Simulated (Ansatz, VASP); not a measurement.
# One calculation of SnSe, two programs

POSCAR

```
SnSe
1.0
    4.2860948187      0.0000000000      0.0000000000
    0.0000000000      4.2860948187      0.0000000000
    0.0000000000      0.0000000000     21.9796979350
Sn Se
4 4
Direct
    0.5000000000      0.0000000000      0.1811473597
    0.5000000000      0.0000000000      0.6902466659
    0.0000000000      0.5000000000      0.3097533341
    0.0000000000      0.5000000000      0.8188526403
    0.5000000000      0.0000000000      0.3029945259
    0.5000000000      0.0000000000      0.8120933559
    0.0000000000      0.5000000000      0.1879066441
    0.0000000000      0.5000000000      0.6970054741
```

INCAR.step1

```
SYSTEM = SnSe
PREC = Accurate
ENCUT = 520
ISMEAR = 0
SIGMA = 0.05
LREAL = .FALSE.
LASPH = .TRUE.
NELM = 60
NBANDS = 50
GGA = PE
ALGO = Normal
EDIFF = 1E-4
LWAVE = .TRUE.
LCHARG = .FALSE.
```

The input INCAR.step2:

```
SYSTEM = SnSe
PREC = Accurate
ENCUT = 520
EDIFF = 1E-6
ISMEAR = 0
SIGMA = 0.05
LREAL = .FALSE.
LASPH = .TRUE.
NELM = 60
ALGO = Normal
ISIF = 2
LWAVE = .FALSE.
LCHARG = .FALSE.
METAGGA = R2SCAN
LMIXTAU = .TRUE.
NBANDS = 50
ISTART = 1
```

The input KPOINTS:

```
regular mesh
0
G
  6 6 2
  0 0 0
```

Input for Ansatz:

```yaml
crystal:
  lattice:
    - [4.2860948187, 0.0, 0.0]
    - [0.0, 4.2860948187, 0.0]
    - [0.0, 0.0, 21.979697935]
  atoms:
    - { symbol: Sn, position: [0.5, 0.0, 0.1811473597] }
    - { symbol: Sn, position: [0.5, 0.0, 0.6902466659] }
    - { symbol: Sn, position: [0.0, 0.5, 0.3097533341] }
    - { symbol: Sn, position: [0.0, 0.5, 0.8188526403] }
    - { symbol: Se, position: [0.5, 0.0, 0.3029945259] }
    - { symbol: Se, position: [0.5, 0.0, 0.8120933559] }
    - { symbol: Se, position: [0.0, 0.5, 0.1879066441] }
    - { symbol: Se, position: [0.0, 0.5, 0.6970054741] }
basis:
  ecutwfc: 500
kpoints:
  mp_grid: { grid: [6, 6, 2] }
hamiltonian:
  xc: r2scan
scf:
  occupations: { method: gaussian, width: 0.05 }
output:
  forces: true
  stress: true
  eigenvalues: true
```

Change from the starting cell: mode 5 (-1.1 1/cm) frozen in, largest displacement +0.100 Å.

Alike in both runs: task single point; functional r2SCAN; k mesh 6 × 6 × 2; occupations gaussian, width 0.05 eV; no spin polarisation.

```csv
,VASP,Ansatz
version,VASP 6.6.1,Ansatz 0.2.0
potentials or method,"VASP PAW PBE potentials, release 64 (Sn_d, Se), cutoff 520 eV","scalar-relativistic, plane waves, PAW"
valence electrons in the cell,80,120
```

Ansatz gave:

| Property | Result |
| --- | --- |
| gap on the k mesh at the Fermi level (eV) | 1.76 |
| least direct gap on the mesh (eV) | 1.78 |
| rms of the force components (eV/Å) | 0.002 |

Problem. What did VASP give for the same quantities?

Solution. gap on the k mesh at the Fermi level (eV): 1.76; least direct gap on the mesh (eV): 1.77; rms of the force components (eV/Å): 0.007.

VASP's potentials were made for PBE, not for r2SCAN. Atom by atom the forces differ by 0.007 eV/Å (rms over components). VASP's potentials hold 80 valence electrons a cell and Ansatz's 120, so a difference there can come from the potentials and not from the codes.
